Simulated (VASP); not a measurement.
A run of VASP 6.6.1 is set up as follows.

Contents of INCAR:

```
PREC = Accurate ; ENCUT = 400
EDIFF = 1E-8 ; ISMEAR = -1
SIGMA = 0.01 ; LREAL = False
LASPH = True ; NELM = 120
ALGO = Normal ; ISIF = 2
LWAVE = False ; LCHARG = False
GGA = PS ; LEFG = True
NBANDS = 17 ; GGA_COMPAT = False
```

The input KPOINTS:

```
regular mesh
0
Gamma
  9 9 9
```

POSCAR

```
PbSe
1.0
    0.0918645000      3.1080822500      3.1080822500
    3.1080822500      0.0918645000      3.1080822500
    3.1080822500      3.1080822500      0.0918645000
Pb Se
1 1
Direct
    0.0000000000      0.0000000000      0.0000000000
    0.5000000000      0.5000000000      0.5000000000
```

Potentials or basis: VASP PAW PBE potentials, release 64 (Pb_d, Se).

The run is started by

```bash
$ cat potpaw_PBE.64/Pb_d/POTCAR potpaw_PBE.64/Se/POTCAR > POTCAR
$ mpirun -np 1 vasp_std > vasp.out
```

(1) Predict the pressure.

(2) Predict the band gap on the k mesh.

Answers

(1) -0.6 GPa.

(2) 0.38 eV (least direct gap 0.62 eV).

Caveat: the cell differs from its parent crystal (equal xy, yz and zx shear strains of +3 %); without QUAD_EFG the Cq values of the log hold for a quadrupole moment of 1 mb, not for the nuclei; the PAW data sets were made with another functional, which shifts forces and pressure a little; spin-orbit coupling is left out, which moves the levels of the heavy elements; an odd mesh through Γ misses points on the zone boundary, where band edges can lie.
